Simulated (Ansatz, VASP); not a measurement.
**One calculation of BiF2, two programs**

```
Bi F
1.0
     3.39700    0.00000    0.00000
     0.00000    3.39700    0.00000
     0.00000    0.00000    9.79621
Bi F
2 4
Direct
  0.00000 0.00000 0.00000
  0.50000 0.50000 0.50000
  0.00000 0.50000 0.12500
  0.00000 0.50000 0.62500
  0.50000 0.00000 0.37500
  0.50000 0.00000 0.87500
```

Alike in both runs: task relaxation of cell and atoms; functional PBE; k mesh 6 × 6 × 2; occupations gaussian, width 0.1 eV; no spin polarisation.

```csv
,VASP,Ansatz
version,VASP 6.6.1,Ansatz 0.2.0
potentials or method,"VASP PAW PBE potentials, release 64 (Bi_d, F), cutoff 600 eV","scalar-relativistic, plane waves, PAW"
valence electrons in the cell,58,58
```

```tsv
	VASP	Ansatz	Ansatz less VASP
gap on the k mesh at the Fermi level, each at its own relaxed structure (eV)	none	none	-
relaxed volume (Å³/atom)	16.77	16.87	+0.096
relaxed cell length with the largest relative difference (Å)	3.792	3.811	+0.0191
```

A gap of «none» marks a metal or a gap that the smearing closes.

Neither program's run includes spin-orbit coupling.
